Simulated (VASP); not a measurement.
# ZrH2 (Fm-3m) in VASP: notebook, part 2 of 2

VASP 6.6.1.

### 3 Single point, LDA

This run uses another cell than the first one, of 8.85 Å³/atom, 1.204 times its volume.

Input file INCAR:

```
SYSTEM = ZrH2
PREC = Accurate
ENCUT = 520
EDIFF = 1E-6
ISMEAR = 0
SIGMA = 0.02
LREAL = .False.
LASPH = .True.
NELM = 100
ALGO = Normal
ISIF = 2
LWAVE = .False.
LCHARG = .False.
GGA = CA
NBANDS = 14
```

Input file KPOINTS:

```
Automatic mesh
0
Gamma
  5 5 5
  0 0 0
```

Input file POSCAR:

```
ZrH2
1.0
    3.3487838414      0.0000000000      0.0000000000
    1.6743919207      2.9001318784      0.0000000000
    1.6743919207      0.9667106261      2.7342705567
Zr H
1 2
Direct
    0.0000000000      0.0000000000      0.0000000000
    0.7500000000      0.7500000000      0.7500000000
    0.2500000000      0.2500000000      0.2500000000
```

Potentials or basis: VASP PAW LDA potentials, release 64 (Zr_sv, H).

Run with:

```
$ cat potpaw_LDA.64/Zr_sv/POTCAR potpaw_LDA.64/H/POTCAR > POTCAR
$ mpirun -np 1 vasp_std > vasp.out
```

OUTCAR:

```text
SYSTEM = ZrH2
   PREC = Accurate
   ENCUT = 520
   EDIFF = 1E-6
   ISMEAR = 0
   LREAL = .False.
   LASPH = .True.
   NELM = 100
   ISIF = 2
   GGA = CA

 ion  position               nearest neighbor table
   1  0.000  0.000  0.000-   2 2.05   3 2.05   2 2.05   3 2.05   2 2.05   3 2.05   2 2.05   3 2.05

   2  0.750  0.750  0.750-   1 2.05   1 2.05   1 2.05   1 2.05
   3  0.250  0.250  0.250-   1 2.05   1 2.05   1 2.05   1 2.05

  LATTYP: Found a face centered cubic cell.
 ALAT       =     4.7358955259

  Lattice vectors:

 A1 = (   3.3487838414,   0.0000000000,   0.0000000000)
 A2 = (   1.6743919207,   2.9001318784,   0.0000000000)
 A3 = (   1.6743919207,   0.9667106261,   2.7342705567)

Analysis of symmetry for initial positions (statically):
=====================================================================
 Subroutine PRICEL returns:
 Original cell was already a primitive cell.

 Routine SETGRP: Setting up the symmetry group for a
 face centered cubic supercell.

 Subroutine GETGRP returns: Found 48 space group operations
 (whereof 48 operations were pure point group operations)
 out of a pool of 48 trial point group operations.

The static configuration has the point symmetry O_h .

Analysis of symmetry for dynamics (positions and initial velocities):
=====================================================================
 Subroutine PRICEL returns:
 Original cell was already a primitive cell.

 Routine SETGRP: Setting up the symmetry group for a
 face centered cubic supercell.

 Subroutine GETGRP returns: Found 48 space group operations
 (whereof 48 operations were pure point group operations)
 out of a pool of 48 trial point group operations.

The dynamic configuration has the point symmetry O_h .

 Subroutine INISYM returns: Found 48 space group operations
 (whereof 48 operations are pure point group operations),
 and found     1 'primitive' translations

----------------------------------------------------------------------------------------

[... 111 lines left out ...]
 Gauss-broadening in eV      SIGMA  =   0.02
  energy-cutoff  :      520.00
  volume of cell :       26.56
 maximum number of plane-waves:       728
 NGX is ok and might be reduce to    28
   NGX = 13   NGY = 13   NGZ = 13

 number of electron      14.0000000 magnetization

 Free energy of the ion-electron system (eV)
  ---------------------------------------------------
  ext. energy  EPLUGINS =         0.00000000
  ---------------------------------------------------
  free energy    TOTEN  =       -18.29955842 eV

  energy without entropy =      -18.29840795  energy(sigma->0) =      -18.29898319

 E-fermi :   8.7262     XC(G=0): -11.5885

 val. band max:        8.5645590118   @ k =   0.4000   0.0000   0.0000
 cond. band min:       8.7357472480   @ k =   0.2000   0.0000   0.0000
 fundamental gap:      0.1711882362
 Fermi energy:         8.7262085249

 k-point     1 :       0.0000    0.0000    0.0000
  band No.  band energies     occupation
      1     -40.1350      2.00000
      2     -18.0010      2.00000
      3     -18.0010      2.00000
      4     -18.0010      2.00000
      5      -1.0141      2.00000
      6       7.5146      2.00000
      7       8.3530      2.00000
      8       8.3530      2.00000
      9       8.3530      2.00000
     10      11.0975      0.00000
     11      11.0975      0.00000
     12      20.0523      0.00000
     13      21.2261      0.00000
     14      21.2261      0.00000
[... 139 lines left out ...]
      1     -40.0130      2.00000
      2     -18.6074      2.00000
      3     -18.4110      2.00000
      4     -18.2184      2.00000
      5       2.8431      2.00000
      6       2.9945      2.00000
      7       6.5832      2.00000
      8      10.1705      0.00000
      9      11.8141      0.00000
     10      13.5782      0.00000
     11      15.7735      0.00000
     12      15.7849      0.00000
     13      18.7441      0.00000
     14      20.3686      0.00000

------------------------ aborting loop because EDIFF is reached ----------------------------------------

  FORCE on cell =-STRESS in cart. coord.  units (eV):
  Direction    XX          YY          ZZ          XY          YZ          ZX
  --------------------------------------------------------------------------------------
  -------------------------------------------------------------------------------------
  Total        0.0137171      0.0137171      0.0137171      0.0000000     -0.0000000     -0.0000000
  in kB        0.8276132      0.8276132      0.8276132      0.0000000     -0.0000000     -0.0000000
  external PRESSURE =       0.8276132 kB  Pullay stress =       0.0000000 kB

 VOLUME and BASIS-vectors are now :
 -----------------------------------------------------------------------------
  energy-cutoff  :      520.00
  volume of cell :       26.56
      direct lattice vectors                 reciprocal lattice vectors
     3.348783841  0.000000000  0.000000000     0.298615870 -0.172405953 -0.121909418
     1.674391921  2.900131878  0.000000000     0.000000000  0.344811906 -0.121909418
     1.674391921  0.966710626  2.734270557     0.000000000  0.000000000  0.365728255

 POSITION                                       TOTAL-FORCE (eV/Angst)
 -----------------------------------------------------------------------------------
      0.00000      0.00000      0.00000        -0.000000     -0.000000      0.000000
      5.02318      2.90013      2.05070         0.000000      0.000000      0.000000
      1.67439      0.96671      0.68357        -0.000000      0.000000     -0.000000
 -----------------------------------------------------------------------------------
    total drift:                                0.000000      0.000000     -0.000000

  FREE ENERGIE OF THE ION-ELECTRON SYSTEM (eV)
  ---------------------------------------------------
  free  energy   TOTEN  =       -18.2995584227 eV

  energy  without entropy=      -18.2984079486  energy(sigma->0) =      -18.29898319
```

stdout:

```text
POSCAR found type information on POSCAR ZrH
 POSCAR found :  2 types and       3 ions
 scaLAPACK will be used
 LDA part: xc-table for (Slater(with rela. corr.)+CA(PZ))
 , standard interpolation
 POSCAR, INCAR and KPOINTS ok, starting setup
 FFT: planning ... GRIDC
 FFT: planning ... GRID_SOFT
 FFT: planning ... GRID
 WAVECAR not read
 entering main loop
```

It took 3.8 s on 1 thread of Intel Xeon Platinum 8488C (Sapphire Rapids), shared host; peak memory 0.13 GiB.

What came out:

| Property | Result |
| --- | --- |
| Free energy | -18.2996 eV |
| Pressure | 0.1 GPa |
| Band gap on the k mesh | zero (band 7 reaches 9.18 eV, above the bottom of band 8 at 8.35 eV) |

Caveat: the k points lie up to 0.46 Å⁻¹ apart.

### 4 Single point, LDA

This run uses another cell than the first one, of 8.34 Å³/atom, 1.135 times its volume.

Input file INCAR:

```
SYSTEM = ZrH2
  PREC = Accurate
  ENCUT = 520
  EDIFF = 1E-6
  ISMEAR = 0
  SIGMA = 0.02
  LREAL = .FALSE.
  LASPH = .TRUE.
  NELM = 60
  ALGO = Normal
  ISIF = 2
  LWAVE = .FALSE.
  LCHARG = .FALSE.
  NBANDS = 14
```

Input file KPOINTS:

```
regular mesh
0
G
  5 5 5
  0 0 0
```

Input file POSCAR:

```
ZrH2
1.0
    3.2829886841      0.0000000000      0.0000000000
    1.6414943421      2.8431516008      0.0000000000
    1.6414943421      0.9477172003      2.6805490358
Zr H
1 2
Direct
    0.0000000000      0.0000000000      0.0000000000
    0.7500000000      0.7500000000      0.7500000000
    0.2500000000      0.2500000000      0.2500000000
```

Run with:

```
$ cat potpaw_LDA.64/Zr_sv/POTCAR potpaw_LDA.64/H/POTCAR > POTCAR
$ mpirun -np 1 vasp_std > vasp.out
```

Run time: 2.2 s. Hardware: 1 thread of Intel Xeon Platinum 8488C (Sapphire Rapids), shared host; peak memory 0.13 GiB.

The run converged. Its results:

```
Free energy            : -18.2507 eV
Pressure               : 10.1 GPa
Band gap on the k mesh : zero (band 7 reaches 9.82 eV, above the bottom of band 8 at 8.97 eV)
```

Levels at points of the mesh, in eV from the Fermi level:
| k point | band 4 | band 5 | band 6 | band 7 | band 8 | band 9 | band 10 | band 11 |
| --- | --- | --- | --- | --- | --- | --- | --- | --- |
| (0.00, 0.00, 0.00) | -26.54 | -9.97 | -1.25 | -0.40 | -0.40 | -0.40 | 2.56 | 2.56 |

Caveat: the k points lie up to 0.47 Å⁻¹ apart.

### 5 Single point, LDA

This run uses another cell than the first one, of 7.94 Å³/atom, 1.081 times its volume.

Input file INCAR:

```
ALGO     = Normal         # electronic algorithm
EDIFF    = 1E-7           # SCF threshold, eV
ENCUT    = 520            # plane-wave cutoff, eV
ISIF     = 2              # what is computed and relaxed
ISMEAR   = 0              # smearing method
LASPH    = True           # aspherical terms in the spheres
LCHARG   = False          # write CHGCAR
LREAL    = False          # projectors in reciprocal space
LWAVE    = False          # write WAVECAR
NBANDS   = 14             # bands
NELM     = 100            # most SCF steps
PREC     = Accurate       # precision mode
SIGMA    = 0.02           # smearing width, eV
```

Input file KPOINTS:

```
k-points
0
Gamma
  5 5 5
```

Input file POSCAR:

```
ZrH2
1.0
    3.2301052879      0.0000000000      0.0000000000
    1.6150526440      2.7973532362      0.0000000000
    1.6150526440      0.9324510787      2.6373699236
Zr H
1 2
Direct
    0.0000000000      0.0000000000      0.0000000000
    0.7500000000      0.7500000000      0.7500000000
    0.2500000000      0.2500000000      0.2500000000
```

Run with:

```
$ cat potpaw_LDA.64/Zr_sv/POTCAR potpaw_LDA.64/H/POTCAR > POTCAR
$ mpirun -np 1 vasp_std > vasp.out
```

It took 2.8 s on 1 thread of Intel Xeon Platinum 8488C (Sapphire Rapids), shared host; peak memory 0.12 GiB.

Results (log left out):

```yaml
Free_energy: -18.1378 eV
Pressure: 20.2 GPa
Band_gap_on_the_k_mesh: zero (band 7 reaches 10.37 eV, above the bottom of band 8 at 9.49 eV)
```

Levels at points of the mesh, in eV from the Fermi level:
```
           k point  band 5  band 6  band 7  band 8  band 9  band 10
(0.00, 0.00, 0.00)  -10.14   -1.28   -0.42   -0.42   -0.42     2.71
```

Caveat: the k points lie up to 0.48 Å⁻¹ apart.

### 6 The runs side by side

| cell | gap on the mesh (eV) | pressure (GPa) |
| --- | --- | --- |
| a = 3.148 Å, angles 60.0°, 3 atoms | none | 40.2 |
| a = 3.349 Å, angles 60.0°, 3 atoms | none | 0.1 |
| a = 3.283 Å, angles 60.0°, 3 atoms | none | 10.1 |
| a = 3.230 Å, angles 60.0°, 3 atoms | none | 20.2 |

Alike in all rows: task single point; level LDA; potentials or basis VASP PAW LDA potentials, release 64 (Zr_sv, H); no spin polarisation; k mesh 5 × 5 × 5; cutoff (eV) 520; smearing gaussian 0.02 eV.

Caveats: all runs use coarse meshes.

Total energies depend on the potentials used, so only differences within one code and one set of settings carry meaning.
